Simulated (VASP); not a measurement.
Input of a VASP 6.6.1 run:

INCAR

```
ALGO = Normal
EDIFF = 1E-6
ENCUT = 520
GGA = CA
ISIF = 2
ISMEAR = 0
LASPH = True
LCHARG = False
LREAL = False
LWAVE = False
NBANDS = 18
NELM = 60
PREC = Accurate
SIGMA = 0.1
```

KPOINTS

```
k-points
0
Gamma
  9 9 5
```

The input POSCAR:

```
CaLa
1.0
    3.8143580757      0.0000000000      0.0000000000
   -1.9071790379      3.3033306806      0.0000000000
    0.0000000000      0.0000000000      6.3623439381
Ca La
1 1
Direct
    0.0000000000      0.0000000000      0.5000000000
    0.6666666667      0.3333333333      0.0000000000
```

Potentials or basis: VASP PAW LDA potentials, release 64 (Ca_sv, La).

The run is started by

```sh
$ cat potpaw_LDA.64/Ca_sv/POTCAR potpaw_LDA.64/La/POTCAR > POTCAR
$ mpirun -np 1 vasp_std > vasp.out
```

Question: Estimate the pressure.

Answer: -3.0 GPa.

Question: What does it give for the band gap on the k mesh?

Answer: Zero (an odd number of electrons rules out a gap without spin polarisation).

Stress tensor (GPa, compression positive):
```
-3.10  0.00  0.00
 0.00 -3.10  0.00
 0.00  0.00 -2.79
```

Caveat: spin-orbit coupling is left out, which moves the levels of the heavy elements.
